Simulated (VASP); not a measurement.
Crystal: PtS2.

```
Pt S
1.0
     3.78259    0.00000    0.00000
    -1.89130    3.27582    0.00000
     0.00000    0.00000    6.27305
Pt S
1 2
Direct
  0.00000 0.00000 0.00000
  0.33333 0.66667 0.18895
  0.66667 0.33333 0.81105
```

```yaml
Program: VASP 6.6.1
Task: relaxation of the atoms
Functional: PBE
Potentials_or_basis: VASP PAW PBE potentials, release 64 (Pt, S)
Cutoff: 520 eV
k_mesh: 12 × 12 × 6
Occupations: gaussian, width 0.05 eV
Spin: no spin polarisation
```

At the start: pressure -8.7 GPa; volume 25.91 Å³/atom.

Problem. Where does the relaxation end?

Solution. Over 3 steps the energy falls by 16.5 meV/atom at a fixed cell; space group P-3m1 (No. 164, to 0.1 Å) before and after.

The path:
```
step  energy change (eV)  largest force (eV/Å)  pressure (GPa)
   1              0.0000                0.6915           -8.66
   2             -0.0356                0.3715           -7.35
   3             -0.0496                0.0085           -5.83
```

Final structure:
```xyz
3
Lattice="3.7826 0.0000 0.0000 -1.8913 3.2758 0.0000 0.0000 0.0000 6.2731" Properties=species:S:1:pos:R:3 pbc="T T T"
Pt    0.0000    0.0000    0.0000
S     0.0000    2.1839    1.1152
S     1.8913    1.0919    5.1578
```

Caveat: this functional lacks dispersion, which binds layers or chains, so the pressure and a relaxed spacing across them are unreliable.
